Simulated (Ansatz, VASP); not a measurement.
This is a calculation of Si2Ni for Ansatz 0.2.0.

input.yaml

```yaml
crystal:
  lattice:
    - [0.0, 2.6664684948, 2.6664684948]
    - [2.6664684948, 0.0, 2.6664684948]
    - [2.6664684948, 2.6664684948, 0.0]
  atoms:
    - { symbol: Ni, position: [0.0, 0.0, 0.0], spin: 1.0 }
    - { symbol: Si, position: [0.75, 0.75, 0.75] }
    - { symbol: Si, position: [0.25, 0.25, 0.25] }
hamiltonian:
  xc: lda
  pseudopotentials: { kind: paw }
magnetization:
  spin_polarized: true
kpoints:
  mp_grid: { grid: [9, 9, 9] }
scf:
  occupations: { method: fermi_dirac, width: 0.05 }
output:
  forces: true
  stress: true
  eigenvalues: true
```

Potentials or basis: Ansatz PAW.

Command:

```bash
$ ansatz run input.yaml --threads 1 --pin off --max-ram 3584MiB --backend cpu --events-out ev --progress --plain --runs-dir out
```

Set up the same calculation for VASP 6.6.1. Potentials there: VASP PAW LDA potentials, release 64 (Ni, Si).

As run (the cutoff follows the program's own potentials):

Contents of INCAR:

```
ALGO     = Normal         # electronic algorithm
EDIFF    = 1E-6           # SCF threshold, eV
ENCUT    = 600            # plane-wave cutoff, eV
GGA      = CA             # functional
GGA_COMPAT= F            
ISIF     = 2              # what is computed and relaxed
ISMEAR   = -1             # smearing method
ISPIN    = 2              # spin polarisation
LASPH    = T              # aspherical terms in the spheres
LCHARG   = F              # write CHGCAR
LMAXMIX  = 4              # l up to which the mixer works
LORBIT   = 11             # projections on sites
LREAL    = F              # projectors in reciprocal space
LWAVE    = F              # write WAVECAR
MAGMOM   = 1 0 0          # initial moments
NBANDS   = 20             # bands
NELM     = 200            # most SCF steps
PREC     = Accurate       # precision mode
SIGMA    = 0.05           # smearing width, eV
```

Contents of KPOINTS:

```
k-points
0
Gamma
  9 9 9
```

File POSCAR:

```
Si2Ni
1.0
    0.0000000000      2.6664684948      2.6664684948
    2.6664684948      0.0000000000      2.6664684948
    2.6664684948      2.6664684948      0.0000000000
Ni Si
1 2
Direct
    0.0000000000      0.0000000000      0.0000000000
    0.7500000000      0.7500000000      0.7500000000
    0.2500000000      0.2500000000      0.2500000000
```

Potentials or basis: VASP PAW LDA potentials, release 64 (Ni, Si).

Run with:

```console
$ cat potpaw_LDA.64/Ni/POTCAR potpaw_LDA.64/Si/POTCAR > POTCAR
$ mpirun -np 1 vasp_std > vasp.out
```

Both were run:

|  | VASP | Ansatz | Ansatz less VASP |
| --- | --- | --- | --- |
| gap on the k mesh at the Fermi level (eV) | none | none | - |
| pressure (GPa) | 2.2 | 2.1 | -0.16 |
| net moment per atom (μB) | 0.00 | 0.00 | 0.000 |

LDA's correlation is that of Perdew and Zunger in VASP and of Perdew and Wang (1992) in Ansatz. A gap of «none» marks a metal or a gap that the smearing closes. VASP's potentials hold 18 valence electrons a cell and Ansatz's 26, so a difference there can come from the potentials and not from the codes.
